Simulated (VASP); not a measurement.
# NaF: single point with PBEsol

The system is NaF.

```
Na F
1.0
     0.00000    2.28864    2.28864
     2.28864    0.00000    2.28864
     2.28864    2.28864    0.00000
Na F
1 1
Direct
  0.00000 0.00000 0.00000
  0.50000 0.50000 0.50000
```

```yaml
Program: VASP 6.6.1
Task: single point
Functional: PBEsol
Potentials_or_basis: VASP PAW PBE potentials, release 64 (Na_pv, F)
Cutoff: 600 eV
k_mesh: 8 × 8 × 8
Occupations: gaussian, width 0.01 eV
Spin: no spin polarisation
```

```
Pressure               : 1.6 GPa
Band gap on the k mesh : 6.36 eV
```

Levels at points of the mesh, in eV from the valence-band top:
```tsv
k point	band 5	band 6	band 7	band 8	band 9	band 10
(0.00, 0.00, 0.00)	0.00	0.00	0.00	6.36	19.10	19.10
(0.50, 0.00, 0.00)	-1.70	-0.28	-0.28	10.83	12.65	20.38
(0.50, 0.50, 0.00)	-1.36	-0.43	-0.43	13.22	13.28	13.89
```

Wall time 28 s on 1 thread of AMD EPYC 7R43 64-Core Processor (Zen 3), on a shared host, peak memory 0.11 GiB.

Caveat: the PAW data sets were made with another functional, which shifts forces and pressure a little.
